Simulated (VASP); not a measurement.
# InP47 in VASP: single point with r2SCAN

Aim: the single point of InP47 with r2SCAN.

Program: VASP 6.6.1. These are calculated values, not measurements. Logs are shortened: lines on timing, memory, paths and dates and some standing lists are left out, and cuts for length are marked.

## Step 1: The cell of the first run

The cell holds a slab with vacuum, 48 atoms: a = 13.141 Å, b = 13.298 Å, c = 18.000 Å, α = 90.00°, β = 90.00°, γ = 90.00°.

## Step 2: Single point, r2SCAN

File POSCAR:

```
InP47
1.0
   13.1408260000      0.0000000000      0.0000000000
    0.0000000000     13.2980700000      0.0000000000
    0.0000000000      0.0000000000     18.0000000000
P In
47 1
Direct
    0.9998060000      0.0239100000      0.5727190000
    0.9958670000      0.3730460000      0.5506920000
    0.9974770000      0.6847720000      0.5444040000
    0.2492760000      0.0251620000      0.5738560000
    0.2336030000      0.3696120000      0.5730700000
    0.2523400000      0.6786400000      0.5384150000
    0.5006420000      0.0250160000      0.5738590000
    0.5162660000      0.3696830000      0.5731300000
    0.4976860000      0.6787450000      0.5384520000
    0.7501780000      0.0238420000      0.5726960000
    0.7542220000      0.3731820000      0.5506490000
    0.7525110000      0.6847990000      0.5443970000
    0.1239130000      0.1375270000      0.5733010000
    0.1186510000      0.4821170000      0.5459780000
    0.1261620000      0.7894240000      0.5583930000
    0.3749970000      0.1369100000      0.5775130000
    0.3749510000      0.7894070000      0.5569910000
    0.6259780000      0.1373970000      0.5733350000
    0.6313590000      0.4821580000      0.5459690000
    0.6238520000      0.7895440000      0.5583510000
    0.8749630000      0.1372310000      0.5728090000
    0.8751080000      0.4831870000      0.5400400000
    0.8749860000      0.7981980000      0.5527580000
    0.9997780000      0.2916590000      0.4416760000
    0.0014230000      0.6414200000      0.4246940000
    0.0031930000      0.9799580000      0.4536470000
    0.2491200000      0.3040780000      0.4599750000
    0.2466340000      0.6466270000      0.4172120000
    0.2500590000      0.9781390000      0.4548550000
    0.5007530000      0.3040430000      0.4600610000
    0.5032700000      0.6467180000      0.4172730000
    0.4999540000      0.9782040000      0.4548370000
    0.7502000000      0.2916310000      0.4416760000
    0.7486200000      0.6415280000      0.4247080000
    0.7467380000      0.9799500000      0.4536120000
    0.1286360000      0.1856170000      0.4548840000
    0.1261290000      0.5279200000      0.4250140000
    0.1263610000      0.8668260000      0.4475680000
    0.3749140000      0.1945670000      0.4618230000
    0.3749930000      0.5394380000      0.4058410000
    0.3750510000      0.8683980000      0.4467670000
    0.6212940000      0.1856490000      0.4549080000
    0.6238530000      0.5281030000      0.4250170000
    0.6235850000      0.8668260000      0.4475190000
    0.8750030000      0.1805250000      0.4535340000
    0.8749880000      0.5297350000      0.4220560000
    0.8749750000      0.8716080000      0.4415950000
    0.3748900000      0.4930290000      0.5444690000
```

File INCAR.step1:

```
  ALGO = Normal
  EDIFF = 1E-4
  ENCUT = 520
  GGA = PE
  ISMEAR = -1
  LASPH = True
  LCHARG = False
  LREAL = Auto
  LWAVE = True
  NBANDS = 154
  NELM = 80
  PREC = Accurate
  SIGMA = 0.05
```

File INCAR.step2:

```
  ALGO = Normal
  EDIFF = 1E-6
  ENCUT = 520
  ISIF = 2
  ISMEAR = -1
  ISTART = 1
  LASPH = True
  LCHARG = True
  LELF = True
  LMIXTAU = True
  LREAL = Auto
  LVHAR = True
  LWAVE = False
  METAGGA = R2SCAN
  NBANDS = 154
  NELM = 80
  PREC = Accurate
  SIGMA = 0.05
```

File KPOINTS:

```
k-points
0
Gamma
  1 1 1
```

Potentials or basis: VASP PAW PBE potentials, release 64 (P, In_d).

Launch:

```
cat potpaw_PBE.64/P/POTCAR potpaw_PBE.64/In_d/POTCAR > POTCAR
cp INCAR.step1 INCAR
mpirun -np 1 vasp_gam > vasp.out
cp INCAR.step2 INCAR
mpirun -np 1 vasp_gam > vasp.out
```

OUTCAR:

```text
EDIFF = 1E-6
   ENCUT = 520
   ISIF = 2
   ISMEAR = -1
   ISTART = 1
   LASPH = True
   LREAL = Auto
   METAGGA = R2SCAN
   NELM = 80
   PREC = Accurate

 ion  position               nearest neighbor table
   1  1.000  0.024  0.573-  26 2.22  13 2.22  21 2.23
   2  0.996  0.373  0.551-  22 2.17  14 2.17  24 2.24
   3  0.997  0.685  0.544-  15 2.20  23 2.21  25 2.23
   4  0.249  0.025  0.574-  16 2.22  13 2.22  29 2.23
   5  0.234  0.370  0.573-  14 2.18  27 2.22  48 2.53
   6  0.252  0.679  0.538-  17 2.21  28 2.22  15 2.25  48 2.95
   7  0.501  0.025  0.574-  16 2.22  18 2.22  32 2.23
   8  0.516  0.370  0.573-  19 2.18  30 2.22  48 2.53
   9  0.498  0.679  0.538-  17 2.21  31 2.22  20 2.25  48 2.95
  10  0.750  0.024  0.573-  35 2.22  18 2.22  21 2.23
  11  0.754  0.373  0.551-  22 2.17  19 2.17  33 2.24
  12  0.753  0.685  0.544-  20 2.20  23 2.21  34 2.23
  13  0.124  0.138  0.573-   1 2.22   4 2.22  36 2.23
  14  0.119  0.482  0.546-   2 2.17   5 2.18  37 2.26  48 3.37
  15  0.126  0.789  0.558-   3 2.20  38 2.24   6 2.25
  16  0.375  0.137  0.578-  39 2.22   4 2.22   7 2.22
  17  0.375  0.789  0.557-   6 2.21   9 2.21  41 2.24
[... 15 lines left out ...]
  33  0.750  0.292  0.442-  42 2.22  45 2.22  11 2.24
  34  0.749  0.642  0.425-  43 2.23  46 2.23  12 2.23
  35  0.747  0.980  0.454-  44 2.21  10 2.22  47 2.23
  36  0.129  0.186  0.455-  24 2.22  13 2.23  27 2.24
[... 9 lines left out ...]
  46  0.875  0.530  0.422-  22 2.21  25 2.23  34 2.23
  47  0.875  0.872  0.442-  23 2.23  26 2.23  35 2.23
  48  0.375  0.493  0.544-   5 2.53   8 2.53  40 2.57   6 2.95   9 2.95  27 3.37  14 3.37  30 3.37
                            19 3.37

  LATTYP: Found a simple orthorhombic cell.
 ALAT       =    13.1408260000
 B/A-ratio  =     1.0119660667
 C/A-ratio  =     1.3697769075

  Lattice vectors:

 A1 = (  13.1408260000,   0.0000000000,   0.0000000000)
 A2 = (   0.0000000000,  13.2980700000,   0.0000000000)
 A3 = (   0.0000000000,   0.0000000000,  18.0000000000)

Analysis of symmetry for initial positions (statically):
=====================================================================
 Subroutine PRICEL returns:
 Original cell was already a primitive cell.

 Routine SETGRP: Setting up the symmetry group for a
 simple orthorhombic supercell.

 Subroutine GETGRP returns: Found  1 space group operations
 (whereof  1 operations were pure point group operations)
 out of a pool of  8 trial point group operations.

The static configuration has the point symmetry C_1 .

Analysis of symmetry for dynamics (positions and initial velocities):
[... 182 lines left out ...]
   NSW    =      0    number of steps for IOM
   IBRION =     -1    ionic relax: 0-MD 1-quasi-New 2-CG
   NFREE  =      0    steps in history (QN), initial steepest desc. (CG)
   ISIF   =      2    stress and relaxation
   ISYM   =      2    0-nonsym 1-usesym 2-fastsym
   POTIM  = 0.5000    time-step for ionic-motion
   TEBEG  =    0.0;   TEEND  =   0.0 temperature during run
   PSTRESS=    0.0 pullay stress
   NELECT =     248.0000    total number of electrons
   NUPDOWN=      -1.0000    fix difference up-down
   EMIN   =  10.00;   EMAX   =-10.00  energy-range for DOS
   EFERMI =   0.00;   METHOD = LEGACY
   ISMEAR =    -1;   SIGMA  =   0.05  broadening in eV -4-tet -1-fermi 0-gaus
   EFERMI_NEDOS =   21; number of points for ismear=-14 and -15
   IALGO  =     38    algorithm
   IMIX   =      4    mixing-type and parameters
     AMIX     =   0.40;   BMIX     =  1.00
     AMIX_MAG =   1.60;   BMIX_MAG =  1.00
  volume/ion in A,a.u.               =      65.53       442.22
  Fermi-wavevector in a.u.,A,eV,Ry     =   0.701990  1.326568  6.704810  0.492790
  Thomas-Fermi vector in A             =   1.786567
   LORBIT       =      0    0 simple, 1 ext, 2 COOP (PROOUT), +10 PAW based schemes
   METAGGA = R2SCAN    functional components
   LHFCALC =     F    Hartree Fock is set to
   AEXX    =    0.0000 exact exchange contribution
   IVDW    =     0    specifies the selected vdW correction
   LEPSILON=     F    determine dielectric tensor
   LRPA    =     F    only Hartree local field effects (RPA)
 non-spin polarized calculation
  energy-cutoff  :      520.00
  volume of cell :     3145.46
 maximum number of plane-waves:     42388
 NGX is ok and might be reduce to    98
   NGX = 49   NGY = 49   NGZ = 67

 number of electron     248.0000001 magnetization

 Free energy of the ion-electron system (eV)
  ---------------------------------------------------
  ext. energy  EPLUGINS =         0.00000000
  ---------------------------------------------------
  free energy    TOTEN  =      -440.56395112 eV

  energy without entropy =     -440.56388146  energy(sigma->0) =     -440.56391629

 E-fermi :  -1.3922     XC(G=0):  -3.4563

 val. band max:       -1.9136273355   @ k =   0.0000   0.0000   0.0000
 cond. band min:      -0.8720148841   @ k =   0.0000   0.0000   0.0000
 fundamental gap:      1.0416124514
 Fermi energy:        -1.3921871014

 k-point     1 :       0.0000    0.0000    0.0000
  band No.  band energies     occupation
      1     -17.8153      2.00000
      2     -17.2677      2.00000
      3     -17.1930      2.00000
      4     -17.0544      2.00000
      5     -16.9438      2.00000
      6     -16.8971      2.00000
[... 128 lines left out ...]
    135       0.3691      0.00000
    136       0.4260      0.00000
 [bands above 136 left out]

------------------------ aborting loop because EDIFF is reached ----------------------------------------

  FORCE on cell =-STRESS in cart. coord.  units (eV):
  Direction    XX          YY          ZZ          XY          YZ          ZX
  --------------------------------------------------------------------------------------
  -------------------------------------------------------------------------------------
  Total       24.3724974     -2.1182044     -3.1942713      0.0168852      0.1645516     -0.0091596
  in kB       12.4144314     -1.0789334     -1.6270414      0.0086007      0.0838164     -0.0046655
  external PRESSURE =       3.2361522 kB  Pullay stress =       0.0000000 kB

 VOLUME and BASIS-vectors are now :
 -----------------------------------------------------------------------------
  energy-cutoff  :      520.00
  volume of cell :     3145.46
      direct lattice vectors                 reciprocal lattice vectors
    13.140826000  0.000000000  0.000000000     0.076098717  0.000000000  0.000000000
     0.000000000 13.298070000  0.000000000     0.000000000  0.075198882  0.000000000
     0.000000000  0.000000000 18.000000000     0.000000000  0.000000000  0.055555556

 POSITION                                       TOTAL-FORCE (eV/Angst)
 -----------------------------------------------------------------------------------
     13.13828      0.31796     10.30894         0.017936      0.297024     -0.077200
     13.08651      4.96079      9.91246        -0.004883      0.284305     -0.114393
     13.10767      9.10615      9.79927         0.021072      0.378561      0.014417
      3.27569      0.33461     10.32941         0.021880      0.265445     -0.056955
      3.06974      4.91513     10.31526        -0.013962      0.215106     -0.147831
      3.31596      9.02460      9.69147         0.031419      0.325264     -0.025263
[... 40 lines left out ...]
     11.49789     11.59070      7.94871         0.003060      0.253478      0.108633
      4.92636      6.55633      9.80044         0.008812     -0.103573      0.073074
 -----------------------------------------------------------------------------------
    total drift:                               -0.009123     -0.006443      0.006836

  FREE ENERGIE OF THE ION-ELECTRON SYSTEM (eV)
  ---------------------------------------------------
  free  energy   TOTEN  =      -440.5639511249 eV

  energy  without entropy=     -440.5638814601  energy(sigma->0) =     -440.56391629
```

Wall time 49 min (1 thread of Intel Xeon Platinum 8488C (Sapphire Rapids), shared host); peak memory 2.4 GiB.

What came out:

- Free energy: -440.5640 eV
- Largest force: 0.443 eV/Å
- Band gap on the k mesh: 1.04 eV

Forces in eV/Å, atoms in the order of the input:
```
P    0.018  0.297 -0.077
P   -0.005  0.284 -0.114
P    0.021  0.379  0.014
P    0.022  0.265 -0.057
P   -0.014  0.215 -0.148
P    0.031  0.325 -0.025
P   -0.026  0.277 -0.056
P    0.030  0.222 -0.149
P   -0.037  0.320 -0.019
P   -0.023  0.304 -0.078
P   -0.001  0.270 -0.111
P   -0.027  0.380  0.019
P    0.001 -0.290 -0.030
P    0.019 -0.395  0.038
P   -0.057 -0.233 -0.113
P   -0.002 -0.231 -0.052
P    0.007 -0.247 -0.164
P    0.009 -0.288 -0.032
P   -0.027 -0.400  0.039
P    0.053 -0.239 -0.116
P    0.001 -0.289 -0.029
P   -0.015 -0.440 -0.048
P    0.003 -0.295 -0.138
P    0.005 -0.235  0.125
P   -0.042 -0.290  0.031
P   -0.031 -0.400  0.054
P    0.006 -0.319  0.096
P    0.039 -0.322  0.058
P    0.024 -0.375  0.028
P   -0.005 -0.311  0.090
P   -0.034 -0.323  0.053
P   -0.028 -0.379  0.033
P   -0.004 -0.227  0.118
P    0.040 -0.292  0.031
P    0.038 -0.399  0.054
P   -0.036  0.394  0.039
P   -0.040  0.278 -0.002
P    0.007  0.308  0.085
P    0.006  0.358  0.071
P    0.004  0.271  0.001
P   -0.012  0.297  0.124
P    0.033  0.392  0.049
P    0.035  0.271 -0.002
P    0.000  0.312  0.083
P   -0.003  0.384 -0.015
P    0.005  0.266  0.060
P    0.003  0.253  0.109
In   0.009 -0.104  0.073
```

Levels at points of the mesh, in eV from the valence-band top:
```csv
k point,band 122,band 123,band 124,band 125,band 126,band 127
"(0.00, 0.00, 0.00)",-0.40,-0.18,0.00,1.04,1.37,1.58
```

Caveat: the k points lie up to 0.48 Å⁻¹ apart; there is no dipole correction, which matters where the two faces differ; the PAW data sets were made with another functional, which shifts forces and pressure a little; spin-orbit coupling is left out, which moves the levels of the heavy elements.
